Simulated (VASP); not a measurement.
Here is a VASP 6.6.1 calculation.

POSCAR

```
CaS
1.0
    0.0000000000      2.8760844023      2.8760844023
    2.8760844023      0.0000000000      2.8760844023
    2.8760844023      2.8760844023      0.0000000000
Ca S
1 1
Direct
    0.0000000000      0.0000000000      0.0000000000
    0.5000000000      0.5000000000      0.5000000000
```

File INCAR.step1:

```
  PREC = Accurate
  ENCUT = 550
  ISMEAR = 0
  SIGMA = 0.02
  LREAL = False
  LASPH = True
  NELM = 120
  NBANDS = 15
  GGA = PE
  ALGO = Normal
  EDIFF = 1E-5
  LWAVE = True
  LCHARG = False
  GGA_COMPAT = False
```

The input INCAR.step2:

```
  PREC = Accurate
  ENCUT = 550
  EDIFF = 1E-6
  ISMEAR = 0
  SIGMA = 0.02
  LREAL = False
  LASPH = True
  NELM = 120
  ALGO = Normal
  ISIF = 2
  LWAVE = False
  LCHARG = True
  METAGGA = R2SCAN
  LMIXTAU = True
  LELF = True
  LVHAR = True
  NBANDS = 15
  ISTART = 1
  GGA_COMPAT = False
```

KPOINTS

```
regular mesh
0
Gamma
  8 8 8
```

Potentials or basis: VASP PAW PBE potentials, release 64 (Ca_sv, S).

Command:

```bash
$ cat potpaw_PBE.64/Ca_sv/POTCAR potpaw_PBE.64/S/POTCAR > POTCAR
$ cp INCAR.step1 INCAR
$ mpirun -np 1 vasp_std > vasp.out
$ cp INCAR.step2 INCAR
$ mpirun -np 1 vasp_std > vasp.out
```

Problem. What does it give for the band gap on the k mesh?

Solution. 2.87 eV, indirect (least direct gap 3.67 eV).

Problem. Predict the pressure.

Solution. -1.4 GPa.

Caveat: the PAW data sets were made with another functional, which shifts forces and pressure a little. A k mesh can miss the band edges.
